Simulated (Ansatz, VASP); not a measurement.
**One calculation of Co, two programs**

The input POSCAR:

```
Co
1.0
    2.4715232260      0.0000000000      0.0000000000
   -1.2357616130      2.1404018997      0.0000000000
    0.0000000000      0.0000000000      4.0271144694
Co
2
Direct
    0.3333333333      0.6666666667      0.2500000000
    0.6666666667      0.3333333333      0.7500000000
```

INCAR.step1

```
PREC     = Accurate       # precision mode
ENCUT    = 520            # plane-wave cutoff, eV
ISMEAR   = 1              # smearing method
SIGMA    = 0.6            # smearing width, eV
LREAL    = False          # projectors in reciprocal space
LASPH    = True           # aspherical terms in the spheres
NELM     = 150            # most SCF steps
ISPIN    = 2              # spin polarisation
MAGMOM   = 1.891 1.891    # initial moments
LMAXMIX  = 4              # l up to which the mixer works
NBANDS   = 20             # bands
GGA      = PE             # functional
ALGO     = Normal         # electronic algorithm
EDIFF    = 1E-4           # SCF threshold, eV
LWAVE    = True           # write WAVECAR
LCHARG   = False          # write CHGCAR
```

The input INCAR.step2:

```
PREC     = Accurate       # precision mode
ENCUT    = 520            # plane-wave cutoff, eV
EDIFF    = 1E-6           # SCF threshold, eV
ISMEAR   = 1              # smearing method
SIGMA    = 0.6            # smearing width, eV
LREAL    = False          # projectors in reciprocal space
LASPH    = True           # aspherical terms in the spheres
NELM     = 150            # most SCF steps
ALGO     = Normal         # electronic algorithm
ISIF     = 2              # what is computed and relaxed
LWAVE    = False          # write WAVECAR
LCHARG   = False          # write CHGCAR
ISPIN    = 2              # spin polarisation
MAGMOM   = 1.891 1.891    # initial moments
LORBIT   = 11             # projections on sites
LMAXMIX  = 4              # l up to which the mixer works
METAGGA  = R2SCAN         # meta-GGA
LMIXTAU  = True         
NBANDS   = 20             # bands
ISTART   = 1
```

File KPOINTS:

```
Automatic mesh
0
Gamma
  15 15 8
```

Input for Ansatz:

```yaml
crystal:
  lattice:
    - [2.471523226, 0.0, 0.0]
    - [-1.235761613, 2.1404018997, 0.0]
    - [0.0, 0.0, 4.0271144694]
  atoms:
    - { symbol: Co, position: [0.3333333333, 0.6666666667, 0.25], spin: 1.891 }
    - { symbol: Co, position: [0.6666666667, 0.3333333333, 0.75], spin: 1.891 }
hamiltonian:
  xc: r2scan
  pseudopotentials:
    kind: paw
    azcp:
      Co: "pseudopotentials/Co.paw.azcp"
basis:
  ecutwfc: 500
  fft_grid_basis: typed
kpoints:
  mp_grid: { grid: [15, 15, 8], shift: [0, 0, 0] }
magnetization:
  spin_polarized: true
scf:
  occupations: { method: cold, width: 0.6 }
  lower_state_search: "off"
output:
  stress: true
```

Alike in both runs: task single point; functional r2SCAN; k mesh 15 × 15 × 8; collinear spin.

```csv
,VASP,Ansatz
version,VASP 6.6.1,Ansatz 0.2.0
potentials or method,"VASP PAW PBE potentials, release 64 (Co), cutoff 520 eV","plane waves (500 eV) with PAW, scalar-relativistic"
occupations,"methfessel-paxton of order 1, width 0.6 eV","cold, width 0.6 eV"
valence electrons in the cell,18,34
```

|  | VASP | Ansatz | Ansatz less VASP |
| --- | --- | --- | --- |
| pressure (GPa) | -1.0 | -0.7 | +0.33 |
| traceless stress, the component that is largest in VASP (GPa) | 0.09 | 2.27 | +2.179 |
| net moment per atom (μB) | 1.74 | 1.76 | +0.027 |
| size of the moment on the site where the two differ most (μB) | 1.80 | 1.90 | +0.106 |

VASP's potentials were made for PBE, not for r2SCAN. Site moments also hang on the region over which each program counts them. VASP's potentials hold 18 valence electrons a cell and Ansatz's 34, so a difference there can come from the potentials and not from the codes. Ansatz's warnings: stability check not made.
